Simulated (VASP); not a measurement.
# BN (P6_3/mmc) in VASP: settings compared

BN is run at these levels: r2SCAN50, HSE06; tasks: single point.

Program: VASP 6.6.1. These are calculated values, not measurements. Logs are shortened: lines on timing, memory, paths and dates and some standing lists are left out, and cuts for length are marked.

### 1 The cell of the first run

The structure is hexagonal, space group P6_3/mmc (No. 194). Conventional cell: a = 2.491 Å, b = 2.491 Å, c = 4.001 Å, α = 90.00°, β = 90.00°, γ = 120.00°. B (site symmetry -3m) has 6 N at 1.75 Å and 2 B at 2.00 Å within 2.3 Å. N (site symmetry -6m2) has 6 B at 1.75 Å within 2.3 Å.

### 2 Single point, r2SCAN50

Input file POSCAR:

```
BN
1.0
    2.4913353474      0.0000000000      0.0000000000
   -1.2456676737      2.1575597002      0.0000000000
    0.0000000000      0.0000000000      4.0010591824
B N
2 2
Direct
    0.0000000000      0.0000000000      0.0000000000
    0.0000000000      0.0000000000      0.5000000000
    0.3333333333      0.6666666667      0.2500000000
    0.6666666667      0.3333333333      0.7500000000
```

Input file INCAR.step1:

```
ALGO = Normal ; EDIFF = 1E-5
ENCUT = 520 ; GGA = PE
ISIF = 2 ; ISMEAR = 0
LASPH = T ; LCHARG = F
LREAL = F ; LWAVE = T
NBANDS = 16 ; NELM = 60
PREC = Accurate ; SIGMA = 0.01
```

Input file INCAR.step2:

```
AEXX = 0.5 ; ALGO = Normal
EDIFF = 1E-7 ; ENCUT = 520
ISIF = 2 ; ISMEAR = 0
ISTART = 1 ; LASPH = T
LCHARG = F ; LHFCALC = T
LMIXTAU = T ; LREAL = F
LWAVE = F ; METAGGA = R2SCAN
NBANDS = 16 ; NELM = 60
PREC = Accurate ; PRECFOCK = Normal
SIGMA = 0.01
```

Input file KPOINTS:

```
k-points
0
Gamma
  6 6 4
```

Potentials or basis: VASP PAW PBE potentials, release 64 (B, N).

Run with:

```bash
> cat potpaw_PBE.64/B/POTCAR potpaw_PBE.64/N/POTCAR > POTCAR
> cp INCAR.step1 INCAR
> mpirun -np 1 vasp_std > vasp.out
> cp INCAR.step2 INCAR
> mpirun -np 1 vasp_std > vasp.out
```

OUTCAR:

```text
AEXX = 0.5
   EDIFF = 1E-7
   ENCUT = 520
   ISIF = 2
   ISMEAR = 0
   ISTART = 1
   LASPH = T
   LHFCALC = T
   LREAL = F
   METAGGA = R2SCAN
   NELM = 60
   PREC = Accurate
   PRECFOCK = Normal

 ion  position               nearest neighbor table
   1  0.000  0.000  0.000-   3 1.75   4 1.75   4 1.75   3 1.75   4 1.75   3 1.75   2 2.00   2 2.00

   2  0.000  0.000  0.500-   3 1.75   4 1.75   4 1.75   3 1.75   4 1.75   3 1.75   1 2.00   1 2.00

   3  0.333  0.667  0.250-   1 1.75   2 1.75   1 1.75   2 1.75   1 1.75   2 1.75
   4  0.667  0.333  0.750-   1 1.75   2 1.75   1 1.75   2 1.75   1 1.75   2 1.75

  LATTYP: Found a hexagonal cell.
 ALAT       =     2.4913353474
 C/A-ratio  =     1.6059898105

  Lattice vectors:

 A1 = (   2.4913353474,   0.0000000000,   0.0000000000)
 A2 = (  -1.2456676737,   2.1575597002,   0.0000000000)
 A3 = (   0.0000000000,   0.0000000000,   4.0010591824)

Analysis of symmetry for initial positions (statically):
=====================================================================
 Subroutine PRICEL returns:
 Original cell was already a primitive cell.

 Routine SETGRP: Setting up the symmetry group for a
 hexagonal supercell.

 Subroutine GETGRP returns: Found 24 space group operations
 (whereof 12 operations were pure point group operations)
 out of a pool of 24 trial point group operations.

The static configuration has the point symmetry D_3d.
 The point group associated with its full space group is D_6h.

Analysis of symmetry for dynamics (positions and initial velocities):
=====================================================================
 Subroutine PRICEL returns:
 Original cell was already a primitive cell.

 Routine SETGRP: Setting up the symmetry group for a
 hexagonal supercell.

 Subroutine GETGRP returns: Found 24 space group operations
 (whereof 12 operations were pure point group operations)
 out of a pool of 24 trial point group operations.

The dynamic configuration has the point symmetry D_3d.
 The point group associated with its full space group is D_6h.

 Subroutine INISYM returns: Found 24 space group operations
 (whereof 12 operations are pure point group operations),
 and found     1 'primitive' translations

----------------------------------------------------------------------------------------

                                     Primitive cell

  volume of cell :      21.5065

  direct lattice vectors                    reciprocal lattice vectors
     2.491335347  0.000000000  0.000000000     0.401391166  0.231743298  0.000000000
    -1.245667674  2.157559700  0.000000000     0.000000000  0.463486595  0.000000000
     0.000000000  0.000000000  4.001059182     0.000000000  0.000000000  0.249933819

  length of vectors
     2.491335347  2.491335347  4.001059182     0.463486595  0.463486595  0.249933819

  position of ions in fractional coordinates (direct lattice)
     0.000000000  0.000000000  0.000000000
     0.000000000  0.000000000  0.500000000
     0.333333333  0.666666667  0.250000000
     0.666666667  0.333333333  0.750000000

  ion indices of the primitive-cell ions
   primitive index   ion index
                 1           1
                 2           2
                 3           3
                 4           4

----------------------------------------------------------------------------------------

 KPOINTS: k-points

Automatic generation of k-mesh.
 Grid dimensions read from file:
 generate k-points for:    6    6    4

 Generating k-lattice:

  Cartesian coordinates                     Fractional coordinates (reciprocal lattice)
     0.066898528  0.038623883  0.000000000     0.166666667  0.000000000  0.000000000
     0.000000000  0.077247766  0.000000000     0.000000000  0.166666667  0.000000000
     0.000000000  0.000000000  0.062483455     0.000000000  0.000000000  0.250000000

  Length of vectors
     0.077247766  0.077247766  0.062483455

  Shift w.r.t. Gamma in fractional coordinates (k-lattice)
     0.000000000  0.000000000  0.000000000

 Subroutine IBZKPT returns following result:
 ===========================================

 Found     21 irreducible k-points:

 Following reciprocal coordinates:
            Coordinates               Weight
  0.000000  0.000000  0.000000      1.000000
  0.166667  0.000000  0.000000      6.000000
  0.333333  0.000000  0.000000      6.000000
  0.500000 -0.000000  0.000000      3.000000
  0.166667  0.166667  0.000000      6.000000
  0.333333  0.166667  0.000000     12.000000
[... 13 lines left out ...]
  0.333333  0.166667  0.500000     12.000000
  0.333333  0.333333  0.500000      2.000000
   k-points           NKPTS =     21   k-points in BZ     NKDIM =    144   number of bands    NBANDS=     16
   number of dos      NEDOS =    301   number of ions     NIONS =      4
   total plane-waves  NPLWV =  12000
   dimension x,y,z NGX =    20 NGY =   20 NGZ =   30
   dimension x,y,z NGXF=    40 NGYF=   40 NGZF=   60
   ions per type =               2   2
   NGX,Y,Z   is equivalent  to a cutoff of  13.35, 13.35, 12.47 a.u.
   NGXF,Y,Z  is equivalent  to a cutoff of  26.69, 26.69, 24.93 a.u.
 SYSTEM =  unknown system
   PREC   = accura    normal or accurate (medium, high low for compatibility)
   ISTART =      1    job   : 0-new  1-cont  2-samecut
   ICHARG =      0    charge: 1-file 2-atom 10-const
   ISPIN  =      1    spin polarized calculation?
   LNONCOLLINEAR =      F non collinear calculations
   LSORBIT =      F    spin-orbit coupling
   LASPH  =      T    aspherical Exc in radial PAW
   ENCUT  =  520.0 eV  38.22 Ry    6.18 a.u.   4.63  4.63  7.44*2*pi/ulx,y,z
   NELM   =     60;   NELMIN=  2; NELMDL=  0     # of ELM steps
   EDIFF  = 0.1E-06   stopping-criterion for ELM
   LREAL  =      F    real-space projection
   EDIFFG = 0.1E-05   stopping-criterion for IOM
   NSW    =      0    number of steps for IOM
   IBRION =     -1    ionic relax: 0-MD 1-quasi-New 2-CG
   NFREE  =      0    steps in history (QN), initial steepest desc. (CG)
   ISIF   =      2    stress and relaxation
   ISYM   =      3    0-nonsym 1-usesym 2-fastsym
   POTIM  = 0.5000    time-step for ionic-motion
   TEBEG  =    0.0;   TEEND  =   0.0 temperature during run
   PSTRESS=    0.0 pullay stress
   NELECT =      16.0000    total number of electrons
   NUPDOWN=      -1.0000    fix difference up-down
   EMIN   =  10.00;   EMAX   =-10.00  energy-range for DOS
   EFERMI =   0.00;   METHOD = LEGACY
   ISMEAR =     0;   SIGMA  =   0.01  broadening in eV -4-tet -1-fermi 0-gaus
   EFERMI_NEDOS =   21; number of points for ismear=-14 and -15
   IALGO  =     38    algorithm
   IMIX   =      1    mixing-type and parameters
     AMIX     =   0.40;   BMIX     =  1.00
     AMIX_MAG =   1.60;   BMIX_MAG =  1.00
  volume/ion in A,a.u.               =       5.38        36.28
  Fermi-wavevector in a.u.,A,eV,Ry     =   1.483400  2.803219 29.939272  2.200474
  Thomas-Fermi vector in A             =   2.597066
   LORBIT       =      0    0 simple, 1 ext, 2 COOP (PROOUT), +10 PAW based schemes
   METAGGA = R2SCAN    functional components
   LHFCALC =     T    Hartree Fock is set to
   PRECFOCK=normal    Normal, Fast or Accurate (Low or Medium for compatibility)
   ENCUT4O =  -1.0   cutoff for four orbital integrals eV
   NKREDX  =     1    reduce k-point grid by
   NKREDY  =     1    reduce k-point grid by
   NKREDZ  =     1    reduce k-point grid by
   AEXX    =    0.5000 exact exchange contribution
   HFSCREEN=    0.0000 screening length (either q_TF or 0.3 A-1)
   HFSCREENC=   0.0000 screening length for correlation (either q_TF or 0.3 A-1)
   ENCUTFOCK=  -1.0 apply spherical cutoff to Coloumb kernel
   IVDW    =     0    specifies the selected vdW correction
   LEPSILON=     F    determine dielectric tensor
   LRPA    =     F    only Hartree local field effects (RPA)
 non-spin polarized calculation
 Gauss-broadening in eV      SIGMA  =   0.01
  energy-cutoff  :      520.00
  volume of cell :       21.51
 maximum number of plane-waves:       592
 NGX is ok and might be reduce to    20
  NGX = 14; NGY = 14; NGZ = 24

 number of electron      15.9999997 magnetization

 Free energy of the ion-electron system (eV)
  ---------------------------------------------------
  ext. energy  EPLUGINS =         0.00000000
  ---------------------------------------------------
  free energy    TOTEN  =       -43.79308109 eV

  energy without entropy =      -43.79308109  energy(sigma->0) =      -43.79308109

 E-fermi :   8.2488     XC(G=0):  -7.9873

 val. band max:        8.0709425172   @ k =   0.1667   0.0000   0.0000
 cond. band min:      13.3574897776   @ k =   0.3333   0.3333   0.0000
 fundamental gap:      5.2865472604
 Fermi energy:         8.2487788678

 k-point     1 :       0.0000    0.0000    0.0000
  band No.  band energies     occupation
      1     -18.8317      2.00000
      2     -12.8699      2.00000
      3      -6.6740      2.00000
      4       6.2843      2.00000
      5       6.2843      2.00000
      6       7.2650      2.00000
[... 8 lines left out ...]
     15      29.0772      0.00000
     16      29.6673      0.00000

 k-point     2 :       0.1667    0.0000    0.0000
  band No.  band energies     occupation
      1     -18.0349      2.00000
      2     -12.1478      2.00000
      3      -5.9321      2.00000
      4       1.8235      2.00000
      5       4.0972      2.00000
      6       5.2580      2.00000
[... 8 lines left out ...]
     15      27.3822      0.00000
     16      27.8853      0.00000

 k-point     3 :       0.3333    0.0000    0.0000
  band No.  band energies     occupation
      1     -15.7218      2.00000
      2     -10.4556      2.00000
      3      -3.8547      2.00000
      4      -3.8342      2.00000
      5       0.3880      2.00000
      6       1.9764      2.00000
[... 8 lines left out ...]
     15      27.1330      0.00000
     16      30.1603      0.00000

 k-point     4 :       0.5000   -0.0000    0.0000
  band No.  band energies     occupation
      1     -13.0303      2.00000
      2     -11.0333      2.00000
      3      -4.1439      2.00000
      4      -3.9691      2.00000
      5      -1.8357      2.00000
      6       1.2032      2.00000
[... 8 lines left out ...]
     15      28.8901      0.00000
     16      30.4578      0.00000

 k-point     5 :       0.1667    0.1667    0.0000
  band No.  band energies     occupation
      1     -16.4727      2.00000
      2     -10.8721      2.00000
      3      -4.4890      2.00000
      4      -1.0557      2.00000
      5      -0.9368      2.00000
      6       4.8255      2.00000
[... 8 lines left out ...]
     15      27.4362      0.00000
     16      28.5186      0.00000

 k-point     6 :       0.3333    0.1667    0.0000
  band No.  band energies     occupation
      1     -13.6000      2.00000
      2     -10.0446      2.00000
      3      -4.7801      2.00000
      4      -2.8985      2.00000
      5      -1.9549      2.00000
      6       0.8339      2.00000
[... 8 lines left out ...]
     15      27.8065      0.00000
     16      28.6104      0.00000
[... 210 lines left out ...]
 k-point    18 :       0.5000   -0.0000    0.5000
  band No.  band energies     occupation
      1     -11.6054      2.00000
      2     -11.6054      2.00000
      3      -6.5617      2.00000
      4      -6.5617      2.00000
      5       3.4256      2.00000
      6       3.4256      2.00000
[... 8 lines left out ...]
     15      27.8383      0.00000
     16      27.8383      0.00000

 k-point    19 :       0.1667    0.1667    0.5000
  band No.  band energies     occupation
      1     -14.5108      2.00000
      2     -14.5108      2.00000
      3      -0.5771      2.00000
      4      -0.5771      2.00000
      5       0.9917      2.00000
      6       0.9917      2.00000
[... 8 lines left out ...]
     15      27.8938      0.00000
     16      27.8938      0.00000

 k-point    20 :       0.3333    0.1667    0.5000
  band No.  band energies     occupation
      1     -11.9186      2.00000
      2     -11.9186      2.00000
      3      -4.9534      2.00000
      4      -4.9534      2.00000
      5      -0.3168      2.00000
      6      -0.3168      2.00000
[... 8 lines left out ...]
     15      29.2204      0.00000
     16      29.2204      0.00000

 k-point    21 :       0.3333    0.3333    0.5000
  band No.  band energies     occupation
      1     -10.5085      2.00000
      2     -10.5085      2.00000
      3      -4.6409      2.00000
      4      -4.6409      2.00000
      5      -3.8706      2.00000
      6      -3.8706      2.00000
[... 8 lines left out ...]
     15      30.5327      0.00000
     16      30.5327      0.00000

------------------------ aborting loop because EDIFF is reached ----------------------------------------

  FORCE on cell =-STRESS in cart. coord.  units (eV):
  Direction    XX          YY          ZZ          XY          YZ          ZX
  --------------------------------------------------------------------------------------
  -------------------------------------------------------------------------------------
  Total       -2.6056887     -2.6056887     -2.1513391      0.0000000      0.0000000      0.0000000
  in kB     -194.1167994   -194.1167994   -160.2689782      0.0000000      0.0000000      0.0000000
  external PRESSURE =    -182.8341923 kB  Pullay stress =       0.0000000 kB

 VOLUME and BASIS-vectors are now :
 -----------------------------------------------------------------------------
  energy-cutoff  :      520.00
  volume of cell :       21.51
      direct lattice vectors                 reciprocal lattice vectors
     2.491335347  0.000000000  0.000000000     0.401391166  0.231743298  0.000000000
    -1.245667674  2.157559700  0.000000000     0.000000000  0.463486595  0.000000000
     0.000000000  0.000000000  4.001059182     0.000000000  0.000000000  0.249933819

 POSITION                                       TOTAL-FORCE (eV/Angst)
 -----------------------------------------------------------------------------------
      0.00000      0.00000      0.00000         0.000000      0.000000      0.000000
      0.00000      0.00000      2.00053        -0.000000      0.000000      0.000000
     -0.00000      1.43837      1.00026        -0.000000      0.000000      0.000000
      1.24567      0.71919      3.00079         0.000000     -0.000000     -0.000000
 -----------------------------------------------------------------------------------
    total drift:                                0.000000      0.000000      0.000000

  FREE ENERGIE OF THE ION-ELECTRON SYSTEM (eV)
  ---------------------------------------------------
  free  energy   TOTEN  =       -43.7930810907 eV

  energy  without entropy=      -43.7930810907  energy(sigma->0) =      -43.79308109
```

Wall time 11 min (1 thread of Oxide Virtual Turin-like, shared host); peak memory 0.11 GiB.

What came out:

```yaml
Free_energy: -43.7931 eV
Pressure: -18.3 GPa
Band_gap_on_the_k_mesh: 5.29 eV (least direct gap 9.95 eV)
```

Caveat: the k points lie up to 0.49 Å⁻¹ apart; the PAW data sets were made with another functional, which shifts forces and pressure a little. A k mesh can miss the band edges.

### 3 Single point, HSE06

POSCAR is that of step 2.

Input file INCAR.step1:

```
SYSTEM = BN
  PREC = Accurate
  ENCUT = 520
  EDIFF = 1E-5
  ISMEAR = 0
  SIGMA = 0.01
  LREAL = .False.
  LASPH = .True.
  NELM = 100
  ALGO = Normal
  ISIF = 2
  LWAVE = .True.
  LCHARG = .False.
  NBANDS = 16
  GGA = PE
```

Input file INCAR.step2:

```
SYSTEM = BN
  PREC = Accurate
  ENCUT = 520
  EDIFF = 1E-6
  ISMEAR = 0
  SIGMA = 0.01
  LREAL = .False.
  LASPH = .True.
  NELM = 100
  ALGO = Normal
  ISIF = 2
  LWAVE = .False.
  LCHARG = .False.
  GGA = PE
  LHFCALC = .True.
  HFSCREEN = 0.2079
  PRECFOCK = Normal
  NBANDS = 16
  ISTART = 1
```

Input file KPOINTS:

```
regular mesh
0
Gamma
  6 6 4
  0 0 0
```

Potentials or basis: VASP PAW PBE potentials, release 64 (B, N).

Run with:

```bash
> cat potpaw_PBE.64/B/POTCAR potpaw_PBE.64/N/POTCAR > POTCAR
> cp INCAR.step1 INCAR
> mpirun -np 1 vasp_std > vasp.out
> cp INCAR.step2 INCAR
> mpirun -np 1 vasp_std > vasp.out
```

Wall time 15 min (1 thread of Oxide Virtual Turin-like, shared host); peak memory 0.2 GiB.

The run converged. Its results:

```
Free energy            : -33.1301 eV
Pressure               : -7.7 GPa
Band gap on the k mesh : 2.60 eV (least direct gap 6.86 eV)
```

Stress tensor (GPa, compression positive):
```
-8.92  0.00  0.00
 0.00 -8.92  0.00
 0.00  0.00 -5.31
```

Levels at points of the mesh, in eV from the valence-band top:
| k point | band 6 | band 7 | band 8 | band 9 | band 10 | band 11 |
| --- | --- | --- | --- | --- | --- | --- |
| (0.00, 0.00, 0.00) | -0.73 | -0.73 | -0.26 | 7.23 | 9.77 | 10.05 |
| (0.50, 0.00, 0.00) | -6.25 | -4.67 | -0.63 | 6.76 | 6.89 | 7.26 |
| (0.00, 0.00, 0.50) | -1.07 | -1.07 | -1.07 | 8.59 | 8.59 | 9.36 |
| (0.50, 0.00, 0.50) | -4.25 | -3.57 | -3.57 | 6.07 | 6.07 | 9.02 |

Caveat: the k points lie up to 0.49 Å⁻¹ apart; the PAW data sets were made with another functional, which shifts forces and pressure a little.
